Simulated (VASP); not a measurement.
Input of a VASP 6.6.1 run:

The input POSCAR:

```
Ca2TeS
1.0
    4.2973382766      0.0000000000      0.0000000000
    0.0000000000      4.2973382766      0.0000000000
    0.0000000000      0.0000000000      6.0769310488
S Ca Te
1 2 1
Direct
    0.0000000000      0.0000000000      0.0000000000
    0.0000000000      0.0000000000      0.5000000000
    0.5000000000      0.5000000000      0.0000000000
    0.5000000000      0.5000000000      0.5000000000
```

File INCAR.step1:

```
SYSTEM = Ca2TeS
PREC = Accurate
ENCUT = 520
ISMEAR = 0
SIGMA = 0.01
LREAL = .False.
LASPH = .True.
NELM = 100
NBANDS = 24
GGA = PE
ALGO = Normal
EDIFF = 1E-4
LWAVE = .True.
LCHARG = .False.
```

File INCAR.step2:

```
SYSTEM = Ca2TeS
PREC = Accurate
ENCUT = 520
EDIFF = 1E-6
ISMEAR = 0
SIGMA = 0.01
LREAL = .False.
LASPH = .True.
NELM = 100
ALGO = Normal
ISIF = 2
LWAVE = .False.
LCHARG = .False.
METAGGA = R2SCAN
LMIXTAU = .True.
NBANDS = 24
ISTART = 1
```

KPOINTS

```
regular mesh
0
Gamma
  4 4 2
  0 0 0
```

Potentials or basis: VASP PAW PBE potentials, release 64 (S, Ca_sv, Te).

Command:

```console
$ cat potpaw_PBE.64/S/POTCAR potpaw_PBE.64/Ca_sv/POTCAR potpaw_PBE.64/Te/POTCAR > POTCAR
$ cp INCAR.step1 INCAR
$ mpirun -np 1 vasp_std > vasp.out
$ cp INCAR.step2 INCAR
$ mpirun -np 1 vasp_std > vasp.out
```

(1) What does it give for the band gap on the k mesh?

(2) Predict the pressure.

Answers

(1) 2.18 eV.

(2) 0.4 GPa.

Caveat: the k points lie up to 0.52 Å⁻¹ apart; the PAW data sets were made with another functional, which shifts forces and pressure a little; spin-orbit coupling is left out, which moves the levels of the heavy elements.
